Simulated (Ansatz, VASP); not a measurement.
**TaN in VASP and in Ansatz**

```
Ta N
1.0
     3.03333    0.00000    0.00000
    -1.51667    2.62694    0.00000
     0.00000    0.00000    2.74109
Ta N
1 1
Cartesian
  0.0000 1.7513 1.3705
  0.0000 0.0000 0.0000
```

Alike in both runs: task single point; functional PBE; k mesh 24 × 24 × 22; occupations gaussian, width 0.15 eV; no spin polarisation.

|  | VASP | Ansatz |
| --- | --- | --- |
| version | VASP 6.6.1 | Ansatz 0.2.0 |
| potentials or method | VASP PAW PBE potentials, release 64 (Ta_pv, N), cutoff 520 eV | scalar-relativistic, plane waves, PAW |
| valence electrons in the cell | 16 | 18 |

|  | VASP | Ansatz | Ansatz less VASP |
| --- | --- | --- | --- |
| gap on the k mesh at the Fermi level (eV) | none | none | - |
| pressure (GPa) | 4.5 | 3.8 | -0.70 |
| traceless stress, the component that is largest in VASP (GPa) | 36.24 | 36.12 | -0.124 |

A gap of «none» marks a metal or a gap that the smearing closes. The functional is the same, so the differences come from potentials, cutoffs and numerics. VASP's potentials hold 16 valence electrons a cell and Ansatz's 18, so a difference there can come from the potentials and not from the codes.

Spin-orbit coupling is off throughout.
